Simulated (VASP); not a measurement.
## C: single point with r2SCAN

Crystal: C.

```
C
1.0
    -2.42911    2.42911    2.42911
     2.42911   -2.42911    2.42911
     2.42911    2.42911   -2.42911
C
8
Direct
  0.28179 0.95634 0.91267
  0.67454 0.67454 0.67454
  0.00000 0.32546 0.00000
  0.00000 0.00000 0.32546
  0.00000 0.67454 0.00000
  0.32546 0.32546 0.32546
  0.67454 0.00000 0.00000
  0.00000 0.00000 0.67454
```

This cell differs from its parent crystal: atom 1 (C) moved -0.300 Å along Cartesian [1 1 0].

| Property | Result |
| --- | --- |
| Program | VASP 6.6.1 |
| Task | single point |
| Functional | r2SCAN |
| Potentials or basis | VASP PAW PBE potentials, release 64 (C) |
| Cutoff | 660 eV |
| k mesh | 8 × 8 × 8 |
| Occupations | gaussian, width 0.05 eV |
| Spin | no spin polarisation |

* Pressure: 4.2 GPa
* Largest force: 10.392 eV/Å
* Band gap on the k mesh: 1.32 eV (least direct gap 2.45 eV)

Forces in eV/Å, atoms in the order of the input:
```
C    3.714  9.701 -0.289
C   -0.487 -0.552 -0.404
C   -0.343 -0.248  0.083
C   -0.429 -0.598  0.191
C   -0.773 -0.664  0.167
C   -0.501 -0.523  0.001
C   -0.924 -2.030  0.014
C   -0.257 -5.086  0.238
```

Stress tensor (GPa, compression positive):
```
-7.26 -3.88  0.56
-3.88 20.75 -1.05
 0.56 -1.05 -0.93
```

Levels at points of the mesh, in eV from the valence-band top:
| k point | band 14 | band 15 | band 16 | band 17 | band 18 | band 19 |
| --- | --- | --- | --- | --- | --- | --- |
| (0.00, 0.00, 0.00) | -2.15 | -1.06 | -0.34 | 2.11 | 3.14 | 3.84 |
| (0.50, 0.00, 0.00) | -4.25 | -3.34 | -2.26 | 3.03 | 3.55 | 5.25 |
| (0.00, 0.50, 0.00) | -3.80 | -3.19 | -2.55 | 2.73 | 4.57 | 5.31 |
| (0.00, 0.00, 0.50) | -3.83 | -3.23 | -2.71 | 2.52 | 4.25 | 4.90 |
| (0.50, 0.00, 0.50) | -4.00 | -3.68 | -2.34 | 2.15 | 4.10 | 4.76 |
| (0.50, 0.50, 0.00) | -4.34 | -3.59 | -2.32 | 2.16 | 4.46 | 4.93 |
| (0.00, 0.50, 0.50) | -3.59 | -3.26 | -3.05 | 2.95 | 3.16 | 5.39 |
| (0.50, 0.50, 0.50) | -1.85 | -1.02 | 0.00 | 2.83 | 4.20 | 5.19 |

Wall time 48 min on 1 thread of Oxide Virtual Turin-like Processor, on a shared host, peak memory 0.43 GiB.

Caveat: the cell differs from its parent crystal (atom 1 (C) moved -0.300 Å along Cartesian [1 1 0]); the stress differs along the axes, from -7 to 21 GPa; the PAW data sets were made with another functional, which shifts forces and pressure a little. A k mesh can miss the band edges.
